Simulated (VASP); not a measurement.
# ZnS (Cm) in VASP: single point with PBE

Aim: the single point of ZnS with PBE.

All numbers are computed with VASP 6.6.1; they aren't measurements. Logs are shortened: lines on timing, memory, paths and dates and some standing lists are left out, and cuts for length are marked.

## Step 1: The cell of the first run

The structure is monoclinic, space group Cm (No. 8). The conventional cell has a = 6.601 Å, b = 3.811 Å, c = 6.234 Å, α = 90.00°, β = 90.00°, γ = 90.00°. Within 3.1 Å of Zn (site symmetry m) lie 4 S at 2.31 to 2.40 Å. Zn (site symmetry m) has 4 S at 2.25 to 2.46 Å within 3.0 Å. S (site symmetry m) has 4 Zn at 2.25 to 2.46 Å within 3.0 Å. Within 3.1 Å of S (site symmetry m) lie 4 Zn at 2.31 to 2.40 Å.

## Step 2: Single point, PBE (atom 3 (S) moved by (+0.000, -0.150) A along x and y)

Input file INCAR:

```
ALGO = Normal
EDIFF = 1E-6
ENCUT = 520
GGA = PE
ISIF = 2
ISMEAR = 0
LASPH = T
LCHARG = F
LREAL = F
LWAVE = F
NBANDS = 26
NELM = 60
PREC = Accurate
SIGMA = 0.05
```

Input file KPOINTS:

```
k-points
0
Gamma
  12 12 6
```

Input file POSCAR:

```
ZnS
1.0
    3.8109987816      0.0000000000      0.0000000000
   -1.9054993908      3.3004217586      0.0000000000
    0.0000000000      0.0000000000      6.2340000000
Zn S
2 2
Direct
    0.3333333333      0.6666666667      0.0000000000
    0.6666666667      0.3333333333      0.5000000000
    0.3106089649      0.6212179298      0.3850000000
    0.6666666667      0.3333333333      0.8850000000
```

Potentials or basis: VASP PAW PBE potentials, release 64 (Zn, S).

Started as:

```sh
$ cat potpaw_PBE.64/Zn/POTCAR potpaw_PBE.64/S/POTCAR > POTCAR
$ mpirun -np 1 vasp_std > vasp.out
```

OUTCAR:

```text
EDIFF = 1E-6
   ENCUT = 520
   GGA = PE
   ISIF = 2
   ISMEAR = 0
   LASPH = T
   LREAL = F
   NELM = 60
   PREC = Accurate

 ion  position               nearest neighbor table
   1  0.333  0.667  0.000-   4 2.31   4 2.31   4 2.31   3 2.40
   2  0.667  0.333  0.500-   3 2.25   3 2.25   4 2.40   3 2.46
   3  0.311  0.621  0.385-   2 2.25   2 2.25   1 2.40   2 2.46
   4  0.667  0.333  0.885-   1 2.31   1 2.31   1 2.31   2 2.40

  LATTYP: Found a hexagonal cell.
 ALAT       =     3.8109987816
 C/A-ratio  =     1.6357916539

  Lattice vectors:

 A1 = (   3.8109987816,   0.0000000000,   0.0000000000)
 A2 = (  -1.9054993908,   3.3004217586,   0.0000000000)
 A3 = (   0.0000000000,   0.0000000000,   6.2340000000)

Analysis of symmetry for initial positions (statically):
=====================================================================
 Subroutine PRICEL returns:
 Original cell was already a primitive cell.

 Routine SETGRP: Setting up the symmetry group for a
 hexagonal supercell.

 Subroutine GETGRP returns: Found  2 space group operations
 (whereof  2 operations were pure point group operations)
 out of a pool of 24 trial point group operations.

The static configuration has the point symmetry C_1h.

Analysis of symmetry for dynamics (positions and initial velocities):
=====================================================================
 Subroutine PRICEL returns:
 Original cell was already a primitive cell.

 Routine SETGRP: Setting up the symmetry group for a
 hexagonal supercell.

 Subroutine GETGRP returns: Found  2 space group operations
 (whereof  2 operations were pure point group operations)
 out of a pool of 24 trial point group operations.

The dynamic configuration has the point symmetry C_1h.

 Subroutine INISYM returns: Found  2 space group operations
 (whereof  2 operations are pure point group operations),
 and found     1 'primitive' translations

----------------------------------------------------------------------------------------

                                     Primitive cell

  volume of cell :      78.4106

  direct lattice vectors                    reciprocal lattice vectors
     3.810998782  0.000000000  0.000000000     0.262398405  0.151495789  0.000000000
    -1.905499391  3.300421759  0.000000000     0.000000000  0.302991579  0.000000000
     0.000000000  0.000000000  6.234000000     0.000000000  0.000000000  0.160410651

  length of vectors
     3.810998782  3.810998782  6.234000000     0.302991579  0.302991579  0.160410651

  position of ions in fractional coordinates (direct lattice)
     0.333333333  0.666666667  0.000000000
     0.666666667  0.333333333  0.500000000
     0.310608965  0.621217930  0.385000000
     0.666666667  0.333333333  0.885000000

  ion indices of the primitive-cell ions
   primitive index   ion index
                 1           1
                 2           2
                 3           3
                 4           4

----------------------------------------------------------------------------------------

 KPOINTS: k-points

Automatic generation of k-mesh.
 Grid dimensions read from file:
 generate k-points for:   12   12    6

 Generating k-lattice:

  Cartesian coordinates                     Fractional coordinates (reciprocal lattice)
     0.021866534  0.012624649  0.000000000     0.083333333  0.000000000  0.000000000
     0.000000000  0.025249298  0.000000000     0.000000000  0.083333333  0.000000000
     0.000000000  0.000000000  0.026735109     0.000000000  0.000000000  0.166666667

  Length of vectors
     0.025249298  0.025249298  0.026735109

  Shift w.r.t. Gamma in fractional coordinates (k-lattice)
     0.000000000  0.000000000  0.000000000

 Subroutine IBZKPT returns following result:
 ===========================================

 Found    242 irreducible k-points:

 Following reciprocal coordinates:
            Coordinates               Weight
  0.000000  0.000000  0.000000      1.000000
  0.083333  0.000000  0.000000      4.000000
  0.000000  0.083333  0.000000      2.000000
  0.166667  0.000000  0.000000      4.000000
  0.000000  0.166667  0.000000      2.000000
  0.250000 -0.000000  0.000000      4.000000
[... 16 lines left out ...]
 -0.083333  0.416667  0.000000      4.000000
 -0.416667  0.333333  0.000000      4.000000
 [... further k-points ...]
   k-points           NKPTS =    242   k-points in BZ     NKDIM =    242   number of bands    NBANDS=     26
   number of dos      NEDOS =    301   number of ions     NIONS =      4
   total plane-waves  NPLWV =  37632
   dimension x,y,z NGX =    28 NGY =   28 NGZ =   48
   dimension x,y,z NGXF=    56 NGYF=   56 NGZF=   96
   ions per type =               2   2
   NGX,Y,Z   is equivalent  to a cutoff of  12.21, 12.21, 12.80 a.u.
   NGXF,Y,Z  is equivalent  to a cutoff of  24.43, 24.43, 25.60 a.u.
 SYSTEM =  unknown system
   PREC   = accura    normal or accurate (medium, high low for compatibility)
   ISTART =      0    job   : 0-new  1-cont  2-samecut
   ICHARG =      2    charge: 1-file 2-atom 10-const
   ISPIN  =      1    spin polarized calculation?
   LNONCOLLINEAR =      F non collinear calculations
   LSORBIT =      F    spin-orbit coupling
   LASPH  =      T    aspherical Exc in radial PAW
   ENCUT  =  520.0 eV  38.22 Ry    6.18 a.u.   7.09  7.09 11.59*2*pi/ulx,y,z
   NELM   =     60;   NELMIN=  2; NELMDL= -5     # of ELM steps
   EDIFF  = 0.1E-05   stopping-criterion for ELM
   LREAL  =      F    real-space projection
   EDIFFG = 0.1E-04   stopping-criterion for IOM
   NSW    =      0    number of steps for IOM
   IBRION =     -1    ionic relax: 0-MD 1-quasi-New 2-CG
   NFREE  =      0    steps in history (QN), initial steepest desc. (CG)
   ISIF   =      2    stress and relaxation
   ISYM   =      2    0-nonsym 1-usesym 2-fastsym
   POTIM  = 0.5000    time-step for ionic-motion
   TEBEG  =    0.0;   TEEND  =   0.0 temperature during run
   PSTRESS=    0.0 pullay stress
   NELECT =      36.0000    total number of electrons
   NUPDOWN=      -1.0000    fix difference up-down
   EMIN   =  10.00;   EMAX   =-10.00  energy-range for DOS
   EFERMI =   0.00;   METHOD = LEGACY
   ISMEAR =     0;   SIGMA  =   0.05  broadening in eV -4-tet -1-fermi 0-gaus
   EFERMI_NEDOS =   21; number of points for ismear=-14 and -15
   IALGO  =     38    algorithm
   IMIX   =      4    mixing-type and parameters
     AMIX     =   0.40;   BMIX     =  1.00
     AMIX_MAG =   1.60;   BMIX_MAG =  1.00
  volume/ion in A,a.u.               =      19.60       132.29
  Fermi-wavevector in a.u.,A,eV,Ry     =   1.262944  2.386617 21.701656  1.595027
  Thomas-Fermi vector in A             =   2.396326
   LORBIT       =      0    0 simple, 1 ext, 2 COOP (PROOUT), +10 PAW based schemes
   GGA     = PE    functional components
   LHFCALC =     F    Hartree Fock is set to
   AEXX    =    0.0000 exact exchange contribution
   IVDW    =     0    specifies the selected vdW correction
   LEPSILON=     F    determine dielectric tensor
   LRPA    =     F    only Hartree local field effects (RPA)
 non-spin polarized calculation
 Gauss-broadening in eV      SIGMA  =   0.05
  energy-cutoff  :      520.00
  volume of cell :       78.41
 maximum number of plane-waves:      2133
   NGX = 15   NGY = 15   NGZ = 23

 number of electron      35.9999977 magnetization

 Free energy of the ion-electron system (eV)
  ---------------------------------------------------
  ext. energy  EPLUGINS =         0.00000000
  ---------------------------------------------------
  free energy    TOTEN  =       -13.58186169 eV

  energy without entropy =      -13.58186169  energy(sigma->0) =      -13.58186169

 E-fermi :   2.4076     XC(G=0):  -9.6514

 val. band max:        2.1924409985   @ k =   0.0000   0.0000   0.0000
 cond. band min:       4.4138074483   @ k =   0.0000   0.0000   0.0000
 fundamental gap:      2.2213664498
 Fermi energy:         2.4075764106

 k-point     1 :       0.0000    0.0000    0.0000
  band No.  band energies     occupation
      1     -11.0427      2.00000
      2     -10.1205      2.00000
      3      -4.2872      2.00000
      4      -4.2098      2.00000
      5      -4.1799      2.00000
      6      -4.1689      2.00000
[... 18 lines left out ...]
     25      10.1061      0.00000
     26      11.4217      0.00000

 k-point     2 :       0.0833    0.0000    0.0000
  band No.  band energies     occupation
      1     -10.9941      2.00000
      2     -10.0924      2.00000
      3      -4.2896      2.00000
      4      -4.1966      2.00000
      5      -4.1688      2.00000
      6      -4.1620      2.00000
[... 18 lines left out ...]
     25      10.1156      0.00000
     26      11.1716      0.00000

 k-point     3 :       0.0000    0.0833    0.0000
  band No.  band energies     occupation
      1     -10.9963      2.00000
      2     -10.0925      2.00000
      3      -4.2783      2.00000
      4      -4.2121      2.00000
      5      -4.1785      2.00000
      6      -4.1550      2.00000
[... 18 lines left out ...]
     25      10.3078      0.00000
     26      11.0251      0.00000

 k-point     4 :       0.1667    0.0000    0.0000
  band No.  band energies     occupation
      1     -10.8547      2.00000
      2     -10.0163      2.00000
      3      -4.2908      2.00000
      4      -4.1723      2.00000
      5      -4.1398      2.00000
      6      -4.1296      2.00000
[... 18 lines left out ...]
     25      10.4773      0.00000
     26      10.6386      0.00000
[... 496 lines left out ...]
      1     -10.2665      2.00000
      2      -9.7982      2.00000
      3      -4.2256      2.00000
      4      -4.0853      2.00000
      5      -4.0380      2.00000
      6      -3.9859      2.00000
[... 18 lines left out ...]
     25      11.0709      0.00000
     26      11.9090      0.00000

 k-point    23 :      -0.0833    0.4167    0.0000
  band No.  band energies     occupation
      1     -10.3145      2.00000
      2      -9.7795      2.00000
      3      -4.1989      2.00000
      4      -4.1797      2.00000
      5      -4.0690      2.00000
      6      -3.9875      2.00000
[... 18 lines left out ...]
     25      11.2321      0.00000
     26      11.6944      0.00000

 k-point    24 :      -0.4167    0.3333    0.0000
  band No.  band energies     occupation
      1     -10.2533      2.00000
      2      -9.8035      2.00000
      3      -4.2104      2.00000
      4      -4.0909      2.00000
      5      -4.0375      2.00000
      6      -3.9610      2.00000
[... 18 lines left out ...]
     25      11.0427      0.00000
     26      12.0923      0.00000

 [... further k-points ...]
[... 5 lines left out ...]
  --------------------------------------------------------------------------------------
  -------------------------------------------------------------------------------------
  Total        2.8157728      0.8210589      0.6194843      0.0000000     -0.4249440      0.0000000
  in kB       57.5351364     16.7768273     12.6580221      0.0000000     -8.6829496      0.0000000
  external PRESSURE =      28.9899953 kB  Pullay stress =       0.0000000 kB

 VOLUME and BASIS-vectors are now :
 -----------------------------------------------------------------------------
  energy-cutoff  :      520.00
  volume of cell :       78.41
      direct lattice vectors                 reciprocal lattice vectors
     3.810998782  0.000000000  0.000000000     0.262398405  0.151495789  0.000000000
    -1.905499391  3.300421759  0.000000000     0.000000000  0.302991579  0.000000000
     0.000000000  0.000000000  6.234000000     0.000000000  0.000000000  0.160410651

 POSITION                                       TOTAL-FORCE (eV/Angst)
 -----------------------------------------------------------------------------------
     -0.00000      2.20028      0.00000         0.000000     -0.044143      0.333450
      1.90550      1.10014      3.11700         0.000000     -0.771091      0.436435
      0.00000      2.05028      2.40009        -0.000000      0.891358     -0.455082
      1.90550      1.10014      5.51709         0.000000     -0.076125     -0.314802
 -----------------------------------------------------------------------------------
    total drift:                                0.000000     -0.000144      0.000336

  FREE ENERGIE OF THE ION-ELECTRON SYSTEM (eV)
  ---------------------------------------------------
  free  energy   TOTEN  =       -13.5818616868 eV

  energy  without entropy=      -13.5818616868  energy(sigma->0) =      -13.58186169
```

It took 7.5 min on 1 thread of Intel Xeon Platinum 8375C at 2.90GHz (Ice Lake), shared host; peak memory 0.48 GiB.

Results:

```yaml
Free_energy: -13.5819 eV
Pressure: 2.9 GPa
Largest_force: 1.001 eV/Å
Band_gap_on_the_k_mesh: 2.22 eV
```

Forces on the atoms (eV/Å):
```
Zn   0.000 -0.044  0.333
Zn   0.000 -0.771  0.436
S    0.000  0.891 -0.455
S    0.000 -0.076 -0.315
```

Stress tensor (GPa, compression positive):
```
 5.75  0.00  0.00
 0.00  1.68 -0.87
 0.00 -0.87  1.27
```

Levels at points of the mesh, in eV from the valence-band top:
| k point | band 14 | band 15 | band 16 | band 17 | band 18 | band 19 | band 20 | band 21 | band 22 | band 23 |
| --- | --- | --- | --- | --- | --- | --- | --- | --- | --- | --- |
| (0.00, 0.00, 0.00) | -1.04 | -0.75 | -0.08 | -0.04 | 0.00 | 2.22 | 2.99 | 6.28 | 6.29 | 6.56 |
| (0.50, 0.00, 0.00) | -4.34 | -3.12 | -2.24 | -1.71 | -0.99 | 3.63 | 4.31 | 5.33 | 7.01 | 7.35 |
| (0.00, 0.50, 0.00) | -4.00 | -3.32 | -2.30 | -1.35 | -1.02 | 3.48 | 4.05 | 4.78 | 7.09 | 7.66 |
| (0.00, 0.00, 0.50) | -2.78 | -0.70 | -0.50 | -0.48 | -0.28 | 3.47 | 3.50 | 6.39 | 6.59 | 6.70 |
| (0.50, 0.00, 0.50) | -4.94 | -1.77 | -1.68 | -1.54 | -1.41 | 3.48 | 3.59 | 5.08 | 5.18 | 8.96 |
| (0.00, 0.50, 0.50) | -4.66 | -1.74 | -1.68 | -1.68 | -1.56 | 3.55 | 3.79 | 4.91 | 5.19 | 8.93 |

Caveat: the cell differs from its parent crystal (atom 3 (S) moved by (+0.000, -0.150) A along x and y); forces of over 1 eV/Å act on the atoms, so gaps and moduli don't describe the material at rest.
